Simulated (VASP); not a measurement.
CoO: single point with PBE+U

Crystal: CoO.

```xyz
2
Lattice="0.0000 2.1628 2.1628 2.1628 0.0000 2.1628 2.1628 2.1628 0.0000" Properties=species:S:1:pos:R:3 pbc="T T T"
Co    0.0000    0.0000    0.0000
O     2.1628    2.1628    2.1628
```

```
Program                : VASP 6.6.1
Task                   : single point
Functional             : PBE
Potentials or basis    : VASP PAW PBE potentials, release 64 (Co_sv, O)
Cutoff                 : 600 eV
k mesh                 : 10 × 10 × 10
Occupations            : gaussian, width 0.05 eV
Spin                   : collinear spin, ferromagnetic start
Starting moments       : [2.88, 0.24] μB
Hubbard terms          : Co d U = 3.3 eV
Dipole correction      : no
Second run             : valence_matched
Further INCAR settings : ALGO = Normal; EDIFF = 1e-06; NBANDS = 22
```

```yaml
Pressure: -10.2 GPa
Band_gap_on_the_k_mesh: zero (filled and empty bands overlap)
Net_moment: 3.00 μB per cell
Site_moments: Co +2.69; O +0.25 μB
Valence_electrons_inside_the_program's_atomic_spheres: Co 14.85; O 4.98
```

Levels at points of the mesh, in eV from the Fermi level:
Spin up:
| k point | band 9 | band 10 | band 11 | band 12 | band 13 | band 14 | band 15 | band 16 | band 17 | band 18 |
| --- | --- | --- | --- | --- | --- | --- | --- | --- | --- | --- |
| (0.00, 0.00, 0.00) | -4.06 | -4.06 | -2.45 | -2.45 | -2.45 | 1.09 | 16.97 | 17.65 | 17.65 | 17.65 |
| (0.50, 0.00, 0.00) | -3.50 | -3.50 | -2.69 | -0.32 | -0.32 | 5.27 | 9.27 | 13.38 | 13.38 | 19.87 |
| (0.50, 0.50, 0.00) | -3.73 | -3.64 | -3.64 | -3.24 | -3.24 | 5.79 | 9.93 | 11.35 | 15.54 | 15.54 |
Spin down:
```csv
k point,band 7,band 8,band 9,band 10,band 11,band 12,band 13,band 14
"(0.00, 0.00, 0.00)",-2.00,-2.00,-1.04,-1.04,-1.04,1.58,1.72,1.72
"(0.50, 0.00, 0.00)",-3.72,-3.72,-0.09,-0.09,0.18,3.98,3.98,5.49
"(0.50, 0.50, 0.00)",-3.21,-3.21,-2.04,0.06,0.06,2.21,2.53,6.69
```

Eigenvalues of the final occupation matrices:
```csv
site,spin,trace,eigenvalues
site 1 d,1,4.68,0.92 0.92 0.92 0.95 0.95
site 1 d,2,2.01,0.09 0.09 0.61 0.61 0.61
```

Wall time 36 s on 1 thread of Intel(R) Xeon(R) Platinum 8488C (Sapphire Rapids), on a shared host, peak memory 0.17 GiB.

Caveat: a cell with one magnetic atom can't hold antiferromagnetic order, which such compounds often take. The state reached can hang on the start; a lower one may exist.
